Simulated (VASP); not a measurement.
Runs of VASP 6.6.1 on HfO2. The structure is that of space group P4_2/mnm (No. 136), or close to it. The cells are those of the table. 

```tsv
cell	gap on the mesh (eV)	pressure (GPa)	largest force (eV/Å)
a = 4.892, b = 4.892, c = 3.258 Å, 6 atoms	3.69	-11.1	(b)
a = 4.853, b = 4.853, c = 3.232 Å, 6 atoms	3.78	-6.3	0.11
a = 4.690, b = 4.690, c = 3.123 Å, 6 atoms	4.17	20.6	0.25
a = 4.773, b = 4.773, c = 3.178 Å, 6 atoms	3.97	5.3	(a)
```

Alike in all rows: task single point; level PBEsol; potentials or basis VASP PAW PBE potentials, release 64 (Hf_pv, O); no spin polarisation; k mesh 4 × 4 × 6; cutoff (eV) 520; smearing gaussian 0.01 eV.

Task: Fill in the values left out.

Result: (a) 0.05; (b) 0.18.

Caveats: the PAW data sets were made with another functional, which shifts forces and pressure a little; spin-orbit coupling is left out, which moves the levels of the heavy elements.

A k mesh can miss the band edges, and the runs leave out spin-orbit coupling on Hf.
